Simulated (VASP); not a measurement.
# ZnS (zincblende type) (F-43m) in VASP: a series of runs, part 2 of 2

VASP 6.6.1. The steps go on from the part before.

**3. Single point, r2SCAN (10.76 Å³/atom)**

File POSCAR:

```
ZnS
1.0
    0.0000000000      2.2076215073      2.2076215073
    2.2076215073      0.0000000000      2.2076215073
    2.2076215073      2.2076215073      0.0000000000
Zn S
1 1
Direct
    0.0000000000      0.0000000000      0.0000000000
    0.2500000000      0.2500000000      0.2500000000
```

File INCAR.step1:

```
ALGO = Normal
EDIFF = 1E-4
ENCUT = 520
GGA = PE
ISMEAR = -1
LASPH = True
LCHARG = False
LREAL = False
LWAVE = True
NBANDS = 16
NELM = 100
PREC = Accurate
SIGMA = 0.05
```

File INCAR.step2:

```
ALGO = Normal
EDIFF = 1E-6
ENCUT = 520
ISIF = 2
ISMEAR = -1
ISTART = 1
LASPH = True
LCHARG = False
LMIXTAU = True
LREAL = False
LWAVE = False
METAGGA = R2SCAN
NBANDS = 16
NELM = 100
PREC = Accurate
SIGMA = 0.05
```

File KPOINTS:

```
k-points
0
Gamma
  12 12 12
```

Potentials or basis: VASP PAW PBE potentials, release 64 (Zn, S).

Run with:

```
> cat potpaw_PBE.64/Zn/POTCAR potpaw_PBE.64/S/POTCAR > POTCAR
> cp INCAR.step1 INCAR
> mpirun -np 1 vasp_std > vasp.out
> cp INCAR.step2 INCAR
> mpirun -np 1 vasp_std > vasp.out
```

OUTCAR:

```text
EDIFF = 1E-6
   ENCUT = 520
   ISIF = 2
   ISMEAR = -1
   ISTART = 1
   LASPH = True
   LREAL = False
   METAGGA = R2SCAN
   NELM = 100
   PREC = Accurate

 ion  position               nearest neighbor table
   1  0.000  0.000  0.000-   2 1.91   2 1.91   2 1.91   2 1.91
   2  0.250  0.250  0.250-   1 1.91   1 1.91   1 1.91   1 1.91

  LATTYP: Found a face centered cubic cell.
 ALAT       =     4.4152430146

  Lattice vectors:

 A1 = (   0.0000000000,   2.2076215073,   2.2076215073)
 A2 = (   2.2076215073,   0.0000000000,   2.2076215073)
 A3 = (   2.2076215073,   2.2076215073,   0.0000000000)

Analysis of symmetry for initial positions (statically):
=====================================================================
 Subroutine PRICEL returns:
 Original cell was already a primitive cell.

 Routine SETGRP: Setting up the symmetry group for a
 face centered cubic supercell.

 Subroutine GETGRP returns: Found 24 space group operations
 (whereof 24 operations were pure point group operations)
 out of a pool of 48 trial point group operations.

The static configuration has the point symmetry T_d .

Analysis of symmetry for dynamics (positions and initial velocities):
=====================================================================
 Subroutine PRICEL returns:
 Original cell was already a primitive cell.

 Routine SETGRP: Setting up the symmetry group for a
 face centered cubic supercell.

 Subroutine GETGRP returns: Found 24 space group operations
 (whereof 24 operations were pure point group operations)
 out of a pool of 48 trial point group operations.

The dynamic configuration has the point symmetry T_d .

 Subroutine INISYM returns: Found 24 space group operations
 (whereof 24 operations are pure point group operations),
 and found     1 'primitive' translations

----------------------------------------------------------------------------------------

                                     Primitive cell

  volume of cell :      21.5181

  direct lattice vectors                    reciprocal lattice vectors
     0.000000000  2.207621507  2.207621507    -0.226488100  0.226488100  0.226488100
     2.207621507  0.000000000  2.207621507     0.226488100 -0.226488100  0.226488100
     2.207621507  2.207621507  0.000000000     0.226488100  0.226488100 -0.226488100

  length of vectors
     3.122048276  3.122048276  3.122048276     0.392288896  0.392288896  0.392288896

  position of ions in fractional coordinates (direct lattice)
     0.000000000  0.000000000  0.000000000
     0.250000000  0.250000000  0.250000000

  ion indices of the primitive-cell ions
   primitive index   ion index
                 1           1
                 2           2

----------------------------------------------------------------------------------------

 KPOINTS: k-points

Automatic generation of k-mesh.
 Grid dimensions read from file:
 generate k-points for:   12   12   12

 Generating k-lattice:

  Cartesian coordinates                     Fractional coordinates (reciprocal lattice)
    -0.018874008  0.018874008  0.018874008     0.083333333  0.000000000  0.000000000
     0.018874008 -0.018874008  0.018874008     0.000000000  0.083333333  0.000000000
     0.018874008  0.018874008 -0.018874008     0.000000000  0.000000000  0.083333333

  Length of vectors
     0.032690741  0.032690741  0.032690741

  Shift w.r.t. Gamma in fractional coordinates (k-lattice)
     0.000000000  0.000000000  0.000000000

 Subroutine IBZKPT returns following result:
 ===========================================

 Found     72 irreducible k-points:

 Following reciprocal coordinates:
            Coordinates               Weight
  0.000000  0.000000  0.000000      1.000000
  0.083333  0.000000  0.000000      8.000000
  0.166667  0.000000  0.000000      8.000000
  0.250000  0.000000  0.000000      8.000000
  0.333333  0.000000  0.000000      8.000000
  0.416667  0.000000  0.000000      8.000000
[... 16 lines left out ...]
  0.500000  0.166667  0.000000     24.000000
 -0.416667  0.166667  0.000000     24.000000
 [... further k-points ...]
   k-points           NKPTS =     72   k-points in BZ     NKDIM =     72   number of bands    NBANDS=     16
   number of dos      NEDOS =    301   number of ions     NIONS =      2
   total plane-waves  NPLWV =  13824
   dimension x,y,z NGX =    24 NGY =   24 NGZ =   24
   dimension x,y,z NGXF=    48 NGYF=   48 NGZF=   48
   ions per type =               1   1
   NGX,Y,Z   is equivalent  to a cutoff of  12.78, 12.78, 12.78 a.u.
   NGXF,Y,Z  is equivalent  to a cutoff of  25.56, 25.56, 25.56 a.u.
 SYSTEM =  unknown system
   PREC   = accura    normal or accurate (medium, high low for compatibility)
   ISTART =      1    job   : 0-new  1-cont  2-samecut
   ICHARG =      0    charge: 1-file 2-atom 10-const
   ISPIN  =      1    spin polarized calculation?
   LNONCOLLINEAR =      F non collinear calculations
   LSORBIT =      F    spin-orbit coupling
   LASPH  =      T    aspherical Exc in radial PAW
   ENCUT  =  520.0 eV  38.22 Ry    6.18 a.u.   5.80  5.80  5.80*2*pi/ulx,y,z
   NELM   =    100;   NELMIN=  2; NELMDL=  0     # of ELM steps
   EDIFF  = 0.1E-05   stopping-criterion for ELM
   LREAL  =      F    real-space projection
   EDIFFG = 0.1E-04   stopping-criterion for IOM
   NSW    =      0    number of steps for IOM
   IBRION =     -1    ionic relax: 0-MD 1-quasi-New 2-CG
   NFREE  =      0    steps in history (QN), initial steepest desc. (CG)
   ISIF   =      2    stress and relaxation
   ISYM   =      2    0-nonsym 1-usesym 2-fastsym
   POTIM  = 0.5000    time-step for ionic-motion
   TEBEG  =    0.0;   TEEND  =   0.0 temperature during run
   PSTRESS=    0.0 pullay stress
   NELECT =      18.0000    total number of electrons
   NUPDOWN=      -1.0000    fix difference up-down
   EMIN   =  10.00;   EMAX   =-10.00  energy-range for DOS
   EFERMI =   0.00;   METHOD = LEGACY
   ISMEAR =    -1;   SIGMA  =   0.05  broadening in eV -4-tet -1-fermi 0-gaus
   EFERMI_NEDOS =   21; number of points for ismear=-14 and -15
   IALGO  =     38    algorithm
   IMIX   =      4    mixing-type and parameters
     AMIX     =   0.40;   BMIX     =  1.00
     AMIX_MAG =   1.60;   BMIX_MAG =  1.00
  volume/ion in A,a.u.               =      10.76        72.61
  Fermi-wavevector in a.u.,A,eV,Ry     =   1.542521  2.914942 32.373303  2.379371
  Thomas-Fermi vector in A             =   2.648314
   LORBIT       =      0    0 simple, 1 ext, 2 COOP (PROOUT), +10 PAW based schemes
   METAGGA = R2SCAN    functional components
   LHFCALC =     F    Hartree Fock is set to
   AEXX    =    0.0000 exact exchange contribution
   IVDW    =     0    specifies the selected vdW correction
   LEPSILON=     F    determine dielectric tensor
   LRPA    =     F    only Hartree local field effects (RPA)
 non-spin polarized calculation
  energy-cutoff  :      520.00
  volume of cell :       21.52
 maximum number of plane-waves:       604
   NGX = 11   NGY = 11   NGZ = 11

 number of electron      17.9999991 magnetization

 Free energy of the ion-electron system (eV)
  ---------------------------------------------------
  ext. energy  EPLUGINS =         0.00000000
  ---------------------------------------------------
  free energy    TOTEN  =       -13.24647833 eV

  energy without entropy =      -13.24647833  energy(sigma->0) =      -13.24647833

 E-fermi :  10.9415     XC(G=0): -13.7546

 val. band max:       10.0748308198   @ k =   0.0000   0.0000   0.0000
 cond. band min:      11.7939539999   @ k =   0.5000   0.5000   0.0000
 fundamental gap:      1.7191231801
 Fermi energy:        10.9415305190

 k-point     1 :       0.0000    0.0000    0.0000
  band No.  band energies     occupation
      1     -10.2309      2.00000
      2      -1.3834      2.00000
      3      -1.3833      2.00000
      4      -1.3833      2.00000
      5       0.1122      2.00000
      6       0.1122      2.00000
[... 8 lines left out ...]
     15      22.5781      0.00000
     16      26.0139      0.00000
[... 419 lines left out ...]
 k-point    24 :      -0.4167    0.1667    0.0000
  band No.  band energies     occupation
      1      -7.4388      2.00000
      2      -1.3344      2.00000
      3      -1.0043      2.00000
      4      -0.9177      2.00000
      5       0.1910      2.00000
      6       0.3313      2.00000
[... 8 lines left out ...]
     15      24.7836      0.00000
     16      28.2018      0.00000

 [... further k-points ...]

------------------------ aborting loop because EDIFF is reached ----------------------------------------

  FORCE on cell =-STRESS in cart. coord.  units (eV):
  Direction    XX          YY          ZZ          XY          YZ          ZX
  --------------------------------------------------------------------------------------
  -------------------------------------------------------------------------------------
  Total       23.4507511     23.4507511     23.4507511      0.0000000      0.0000000     -0.0000000
  in kB     1746.0774107   1746.0774107   1746.0774107      0.0000000      0.0000000     -0.0000000
  external PRESSURE =    1746.0774107 kB  Pullay stress =       0.0000000 kB

 VOLUME and BASIS-vectors are now :
 -----------------------------------------------------------------------------
  energy-cutoff  :      520.00
  volume of cell :       21.52
      direct lattice vectors                 reciprocal lattice vectors
     0.000000000  2.207621507  2.207621507    -0.226488100  0.226488100  0.226488100
     2.207621507  0.000000000  2.207621507     0.226488100 -0.226488100  0.226488100
     2.207621507  2.207621507  0.000000000     0.226488100  0.226488100 -0.226488100

 POSITION                                       TOTAL-FORCE (eV/Angst)
 -----------------------------------------------------------------------------------
      0.00000      0.00000      0.00000        -0.000000     -0.000000     -0.000000
      1.10381      1.10381      1.10381         0.000000      0.000000      0.000000
 -----------------------------------------------------------------------------------
    total drift:                                0.000039      0.000039      0.000039

  FREE ENERGIE OF THE ION-ELECTRON SYSTEM (eV)
  ---------------------------------------------------
  free  energy   TOTEN  =       -13.2464783268 eV

  energy  without entropy=      -13.2464783265  energy(sigma->0) =      -13.24647833
```

OUTCAR.step1:

```text
EDIFF = 1E-4
   ENCUT = 520
   GGA = PE
   ISMEAR = -1
   LASPH = True
[... 676 lines left out ...]
      0.00000      0.00000      0.00000         0.000000     -0.000000      0.000000
      1.10381      1.10381      1.10381        -0.000000      0.000000      0.000000
 -----------------------------------------------------------------------------------
    total drift:                                0.000005      0.000005      0.000006

  FREE ENERGIE OF THE ION-ELECTRON SYSTEM (eV)
  ---------------------------------------------------
  free  energy   TOTEN  =        -0.9823222892 eV

  energy  without entropy=       -0.9823222847  energy(sigma->0) =       -0.98232229
```

Run time: 42 s. Hardware: 1 thread of Intel Xeon Platinum 8488C (Sapphire Rapids), shared host; peak memory 0.16 GiB.

Results:

```
Free energy            : -13.2465 eV
Pressure               : 174.6 GPa
Band gap on the k mesh : 1.72 eV (least direct gap 5.37 eV)
```

Caveat: the cell stands under pressure; the PAW data sets were made with another functional, which shifts forces and pressure a little. A k mesh can miss the band edges.
